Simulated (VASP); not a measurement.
# Sb2Au in VASP: notebook, part 3 of 3

VASP 6.6.1. The steps go on from the part before.

## 5. Electric field gradients, LDA (volume scaled by 0.94)

INCAR

```
PREC     = Accurate       # precision mode
ENCUT    = 520            # plane-wave cutoff, eV
EDIFF    = 1E-8           # SCF threshold, eV
ISMEAR   = -1             # smearing method
SIGMA    = 0.08           # smearing width, eV
LREAL    = F              # projectors in reciprocal space
LASPH    = T              # aspherical terms in the spheres
NELM     = 80             # most SCF steps
ALGO     = Normal         # electronic algorithm
ISIF     = 2              # what is computed and relaxed
LWAVE    = F              # write WAVECAR
LCHARG   = F              # write CHGCAR
GGA      = CA             # functional
LEFG     = T            
NBANDS   = 18             # bands
```

KPOINTS

```
regular mesh
0
Gamma
  9 9 9
```

POSCAR

```
Sb2Au
1.0
    0.0000000000      3.2600625698      3.2600625698
    3.2600625698      0.0000000000      3.2600625698
    3.2600625698      3.2600625698      0.0000000000
Sb Au
2 1
Direct
    0.2500000000      0.2500000000      0.2500000000
    0.7500000000      0.7500000000      0.7500000000
    0.0000000000      0.0000000000      0.0000000000
```

Potentials or basis: VASP PAW LDA potentials, release 64 (Sb, Au).

Run with:

```console
$ cat potpaw_LDA.64/Sb/POTCAR potpaw_LDA.64/Au/POTCAR > POTCAR
$ mpirun -np 1 vasp_std > vasp.out
```

OUTCAR:

```text
PREC = Accurate
   ENCUT = 520
   EDIFF = 1E-8
   ISMEAR = -1
   LREAL = F
   LASPH = T
   NELM = 80
   ISIF = 2
   GGA = CA

 ion  position               nearest neighbor table
   1  0.250  0.250  0.250-   3 2.82   3 2.82   3 2.82   3 2.82   2 3.26   2 3.26   2 3.26   2 3.26
                             2 3.26   2 3.26
   2  0.750  0.750  0.750-   3 2.82   3 2.82   3 2.82   3 2.82   1 3.26   1 3.26   1 3.26   1 3.26
                             1 3.26   1 3.26
   3  0.000  0.000  0.000-   2 2.82   2 2.82   2 2.82   1 2.82   2 2.82   1 2.82   1 2.82   1 2.82

  LATTYP: Found a face centered cubic cell.
 ALAT       =     6.5201251396

  Lattice vectors:

 A1 = (   0.0000000000,   3.2600625698,   3.2600625698)
 A2 = (   3.2600625698,   0.0000000000,   3.2600625698)
 A3 = (   3.2600625698,   3.2600625698,   0.0000000000)

Analysis of symmetry for initial positions (statically):
=====================================================================
 Subroutine PRICEL returns:
 Original cell was already a primitive cell.
[... 702 lines left out ...]

 POSITION                                       TOTAL-FORCE (eV/Angst)
 -----------------------------------------------------------------------------------
      1.63003      1.63003      1.63003        -0.000000      0.000000      0.000000
      4.89009      4.89009      4.89009        -0.000000     -0.000000     -0.000000
      0.00000      0.00000      0.00000         0.000000      0.000000      0.000000
 -----------------------------------------------------------------------------------
    total drift:                               -0.000000      0.000000      0.000000

  FREE ENERGIE OF THE ION-ELECTRON SYSTEM (eV)
  ---------------------------------------------------
  free  energy   TOTEN  =       -13.6776202824 eV

  energy  without entropy=      -13.6523991452  energy(sigma->0) =      -13.66500971

 Electric field gradients (V/A^2)
---------------------------------------------------------------------
 ion       V_xx      V_yy      V_zz      V_xy      V_xz      V_yz
---------------------------------------------------------------------
   1       0.000     0.000    -0.000    -0.000    -0.000    -0.000
   2      -0.000     0.000    -0.000    -0.000    -0.000    -0.000
   3      -0.000    -0.000     0.000     0.000     0.000     0.000
---------------------------------------------------------------------

 Electric field gradients after diagonalization (V/A^2)
 (convention: |V_zz| > |V_xx| > |V_yy|)
----------------------------------------------------------------------
 ion       V_xx      V_yy      V_zz     asymmetry (V_yy - V_xx)/ V_zz
----------------------------------------------------------------------
   1       0.000     0.000    -0.000       0.000
   2       0.000     0.000    -0.000       0.000
   3      -0.000    -0.000     0.001       0.000
----------------------------------------------------------------------

           NMR quadrupolar parameters

 Cq : quadrupolar parameter    Cq=e*Q*V_zz/h
 eta: asymmetry parameters     (V_yy - V_xx)/ V_zz
 Q  : nuclear electric quadrupole moment in mb (millibarn)
----------------------------------------------------------------------
 ion       Cq(MHz)       eta       Q (mb)
----------------------------------------------------------------------
   1      -0.000       0.000       1.000
   2      -0.000       0.000       1.000
   3       0.000       0.000       1.000
----------------------------------------------------------------------
```

stdout:

```text
POSCAR found type information on POSCAR SbAu
 POSCAR found :  2 types and       3 ions
 scaLAPACK will be used
 LDA part: xc-table for (Slater(with rela. corr.)+CA(PZ))
 , standard interpolation
 POSCAR, INCAR and KPOINTS ok, starting setup
 FFT: planning ... GRIDC
 FFT: planning ... GRID_SOFT
 FFT: planning ... GRID
 WAVECAR not read
 entering main loop
ion   1

ion   2

ion   3
```

It took 18 s on 1 thread of Intel Xeon 6975P-C (Granite Rapids), shared host; peak memory 0.19 GiB.

Results:

| Quantity | Value |
| --- | --- |
| Free energy | -13.6776 eV |
| Pressure | 10.6 GPa |

Caveat: without QUAD_EFG the Cq values of the log hold for a quadrupole moment of 1 mb, not for the nuclei; spin-orbit coupling is left out, which moves the levels of the heavy elements.

## 6. Electric field gradients, LDA (volume scaled by 0.98)

INCAR

```
  PREC = Accurate
  ENCUT = 520
  EDIFF = 1E-8
  ISMEAR = -1
  SIGMA = 0.08
  LREAL = F
  LASPH = T
  NELM = 80
  ALGO = Normal
  ISIF = 2
  LWAVE = F
  LCHARG = F
  LEFG = T
  NBANDS = 18
```

KPOINTS is that of step 5.

POSCAR

```
Sb2Au
1.0
    0.0000000000      3.3056637565      3.3056637565
    3.3056637565      0.0000000000      3.3056637565
    3.3056637565      3.3056637565      0.0000000000
Sb Au
2 1
Direct
    0.2500000000      0.2500000000      0.2500000000
    0.7500000000      0.7500000000      0.7500000000
    0.0000000000      0.0000000000      0.0000000000
```

Potentials or basis: VASP PAW LDA potentials, release 64 (Sb, Au).

Run with:

```console
$ cat potpaw_LDA.64/Sb/POTCAR potpaw_LDA.64/Au/POTCAR > POTCAR
$ mpirun -np 1 vasp_std > vasp.out
```

OUTCAR:

```text
PREC = Accurate
   ENCUT = 520
   EDIFF = 1E-8
   ISMEAR = -1
   LREAL = F
   LASPH = T
   NELM = 80
   ISIF = 2

 ion  position               nearest neighbor table
   1  0.250  0.250  0.250-   3 2.86   3 2.86   3 2.86   3 2.86   2 3.31   2 3.31   2 3.31   2 3.31
                             2 3.31   2 3.31
   2  0.750  0.750  0.750-   3 2.86   3 2.86   3 2.86   3 2.86   1 3.31   1 3.31   1 3.31   1 3.31
                             1 3.31   1 3.31
   3  0.000  0.000  0.000-   2 2.86   2 2.86   2 2.86   1 2.86   2 2.86   1 2.86   1 2.86   1 2.86

  LATTYP: Found a face centered cubic cell.
 ALAT       =     6.6113275130

  Lattice vectors:

 A1 = (   0.0000000000,   3.3056637565,   3.3056637565)
 A2 = (   3.3056637565,   0.0000000000,   3.3056637565)
 A3 = (   3.3056637565,   3.3056637565,   0.0000000000)

Analysis of symmetry for initial positions (statically):
=====================================================================
 Subroutine PRICEL returns:
 Original cell was already a primitive cell.

[... 703 lines left out ...]
 -----------------------------------------------------------------------------------
      1.65283      1.65283      1.65283        -0.000000     -0.000000     -0.000000
      4.95850      4.95850      4.95850         0.000000      0.000000      0.000000
      0.00000      0.00000      0.00000        -0.000000     -0.000000      0.000000
 -----------------------------------------------------------------------------------
    total drift:                               -0.000000      0.000000      0.000000

  FREE ENERGIE OF THE ION-ELECTRON SYSTEM (eV)
  ---------------------------------------------------
  free  energy   TOTEN  =       -13.8234708733 eV

  energy  without entropy=      -13.7988029555  energy(sigma->0) =      -13.81113691

 Electric field gradients (V/A^2)
---------------------------------------------------------------------
 ion       V_xx      V_yy      V_zz      V_xy      V_xz      V_yz
---------------------------------------------------------------------
   1       0.000     0.000     0.000     0.000     0.000     0.000
   2       0.000     0.000     0.000     0.000     0.000     0.000
   3      -0.000     0.000     0.000     0.001     0.001     0.001
---------------------------------------------------------------------

 Electric field gradients after diagonalization (V/A^2)
 (convention: |V_zz| > |V_xx| > |V_yy|)
----------------------------------------------------------------------
 ion       V_xx      V_yy      V_zz     asymmetry (V_yy - V_xx)/ V_zz
----------------------------------------------------------------------
   1      -0.000    -0.000     0.000       0.000
   2      -0.000    -0.000     0.000       0.000
   3      -0.001    -0.001     0.001       0.000
----------------------------------------------------------------------

           NMR quadrupolar parameters

 Cq : quadrupolar parameter    Cq=e*Q*V_zz/h
 eta: asymmetry parameters     (V_yy - V_xx)/ V_zz
 Q  : nuclear electric quadrupole moment in mb (millibarn)
----------------------------------------------------------------------
 ion       Cq(MHz)       eta       Q (mb)
----------------------------------------------------------------------
   1       0.000       0.000       1.000
   2       0.000       0.000       1.000
   3       0.000       0.000       1.000
----------------------------------------------------------------------
```

OSZICAR:

```text
N       E                     dE             d eps       ncg     rms          rms(c)
DAV:   1     0.107234242024E+03    0.10723E+03   -0.80073E+03  1260   0.953E+02
DAV:   2    -0.101724940226E+02   -0.11741E+03   -0.11318E+03  1556   0.194E+02
DAV:   3    -0.145285028344E+02   -0.43560E+01   -0.43075E+01  1430   0.399E+01
DAV:   4    -0.145655198046E+02   -0.37017E-01   -0.36997E-01  1444   0.422E+00
DAV:   5    -0.145660255923E+02   -0.50579E-03   -0.50578E-03  1410   0.497E-01    0.888E+00
DAV:   6    -0.139059623770E+02    0.66006E+00   -0.37464E+00  1336   0.175E+01    0.727E+00
DAV:   7    -0.138444460515E+02    0.61516E-01   -0.25265E-01  1304   0.472E+00    0.399E+00
DAV:   8    -0.138258739149E+02    0.18572E-01   -0.42862E-02  1402   0.130E+00    0.360E-01
DAV:   9    -0.138234680400E+02    0.24059E-02   -0.93003E-03  1342   0.958E-01    0.146E-01
DAV:  10    -0.138234747408E+02   -0.67008E-05   -0.61078E-04  1388   0.152E-01    0.342E-02
DAV:  11    -0.138234717644E+02    0.29764E-05   -0.38825E-05  1452   0.596E-02    0.120E-02
DAV:  12    -0.138234710400E+02    0.72443E-06   -0.38278E-06  1328   0.166E-02    0.556E-03
DAV:  13    -0.138234708662E+02    0.17371E-06   -0.73561E-07  1416   0.669E-03    0.201E-03
DAV:  14    -0.138234708733E+02   -0.70911E-08   -0.62115E-08  1416   0.166E-03
   1 F= -.13823471E+02 E0= -.13811137E+02  d E =-.246679E-01
```

stdout:

```text
POSCAR found type information on POSCAR SbAu
 POSCAR found :  2 types and       3 ions
 scaLAPACK will be used
 LDA part: xc-table for (Slater(with rela. corr.)+CA(PZ))
 , standard interpolation
 POSCAR, INCAR and KPOINTS ok, starting setup
 FFT: planning ... GRIDC
 FFT: planning ... GRID_SOFT
 FFT: planning ... GRID
 WAVECAR not read
 entering main loop
ion   1

ion   2

ion   3
```

It took 16 s on 1 thread of Intel Xeon 6975P-C (Granite Rapids), shared host; peak memory 0.2 GiB.

What came out:

| Quantity | Value |
| --- | --- |
| Free energy | -13.8235 eV |
| Pressure | 5.4 GPa |

Levels at points of the mesh, in eV from the Fermi level:
| k point | band 8 | band 9 | band 10 | band 11 | band 12 | band 13 |
| --- | --- | --- | --- | --- | --- | --- |
| (0.00, 0.00, 0.00) | -0.24 | -0.24 | -0.24 | 0.57 | 0.57 | 0.57 |

Caveat: without QUAD_EFG the Cq values of the log hold for a quadrupole moment of 1 mb, not for the nuclei; spin-orbit coupling is left out, which moves the levels of the heavy elements.

## 7. The runs side by side

| cell | gap on the mesh (eV) | pressure (GPa) |
| --- | --- | --- |
| a = 4.660, b = 4.660, c = 4.612 Å, angles 60.3, 60.3, 59.3°, 3 atoms | none | 7.8 |
| a = 4.730, b = 4.730, c = 4.754 Å, angles 59.8, 59.8, 60.3°, 3 atoms | none | 1.1 |
| a = 4.610 Å, angles 60.0°, 3 atoms | none | 10.6 |
| a = 4.675 Å, angles 60.0°, 3 atoms | none | 5.4 |

Alike in all rows: task electric field gradients; level LDA; potentials or basis VASP PAW LDA potentials, release 64 (Sb, Au); no spin polarisation; k mesh 9 × 9 × 9; cutoff (eV) 520; smearing fermi-dirac 0.08 eV.

Caveats: spin-orbit coupling is left out, which moves the levels of the heavy elements.

Total energies depend on the potentials used, so only differences within one code and one set of settings carry meaning.
